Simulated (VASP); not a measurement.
Write the native input for VASP 6.6.1 that does the following.

```yaml
Task: single point
Functional: PBE
Potentials_or_basis: VASP PAW PBE potentials, release 64 (Sc_sv)
Cutoff: 520 eV
k_mesh: 15 × 15 × 14
Occupations: fermi-dirac, width 0.1 eV
Spin: no spin polarisation
Dipole_correction: no
Further_INCAR_settings: ALGO = Normal; EDIFF = 1e-07; NBANDS = 12
```

The structure of Sc lies in POSCAR:

```
Sc
1.0
    2.4137338610      0.0000000000      0.0000000000
   -1.2068669305      2.0903548416      0.0000000000
    0.0000000000      0.0000000000      2.2608304807
Sc
1
Direct
    0.0000000000      0.0000000000      0.0000000000
```

This cell differs from its parent crystal: volume scaled by 0.45.

The input as run:

INCAR

```
SYSTEM = Sc
  PREC = Accurate
  ENCUT = 520
  EDIFF = 1E-7
  ISMEAR = -1
  SIGMA = 0.1
  LREAL = .False.
  LASPH = .True.
  NELM = 100
  ALGO = Normal
  ISIF = 2
  LWAVE = .False.
  LCHARG = .True.
  GGA = PE
  LELF = .True.
  LVHAR = .True.
  NBANDS = 12
```

KPOINTS

```
regular mesh
0
Gamma
  15 15 14
  0 0 0
```

Potentials or basis: VASP PAW PBE potentials, release 64 (Sc_sv).

Command:

```bash
$ cat potpaw_PBE.64/Sc_sv/POTCAR > POTCAR
$ mpirun -np 1 vasp_std > vasp.out
```

It gave:

- Pressure: 119.3 GPa

Run time: 18 s on 1 thread of Intel(R) Xeon(R) Platinum 8259CL CPU @ 2.50GHz (Skylake/Cascade Lake) (shared host), peak memory 0.14 GiB.
